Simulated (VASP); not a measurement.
# ZnS: single point with r2SCAN

The system is ZnS.

```xyz
2
Lattice="0.0000 2.6391 2.6391 2.6391 0.0000 2.6391 2.6391 2.6391 0.0000" Properties=species:S:1:pos:R:3 pbc="T T T"
Zn    1.3195    1.3195    1.3195
S     0.0000    0.0000    0.0000
```

This cell differs from its parent crystal: volume changed by -6%.

```json
{
 "Program": "VASP 6.6.1",
 "Task": "single point",
 "Functional": "r2SCAN",
 "Potentials or basis": "VASP PAW PBE potentials, release 64 (Zn, S)",
 "Cutoff": "520 eV",
 "k mesh": "6 × 6 × 6",
 "Occupations": "gaussian, width 0.01 eV",
 "Spin": "no spin polarisation"
}
```

| Quantity | Value |
| --- | --- |
| Pressure | 5.7 GPa |
| Band gap on the k mesh | 3.01 eV, direct |

Levels at points of the mesh, in eV from the valence-band top:
```csv
k point,band 5,band 6,band 7,band 8,band 9,band 10,band 11,band 12,band 13,band 14
"(0.00, 0.00, 0.00)",-6.17,-6.17,0.00,0.00,0.00,3.01,6.83,6.83,6.83,12.38
"(0.50, 0.00, 0.00)",-6.14,-5.99,-5.86,-1.00,-1.00,3.95,7.33,7.33,9.69,13.26
"(0.50, 0.50, 0.00)",-6.08,-5.93,-4.91,-2.56,-2.56,3.56,4.45,12.34,13.32,13.32
```

Wall time 44 s on 1 thread of Intel(R) Xeon(R) Platinum 8259CL CPU @ 2.50GHz (Skylake/Cascade Lake), with other jobs on the host, peak memory 0.16 GiB.

Caveat: the PAW data sets were made with another functional, which shifts forces and pressure a little.
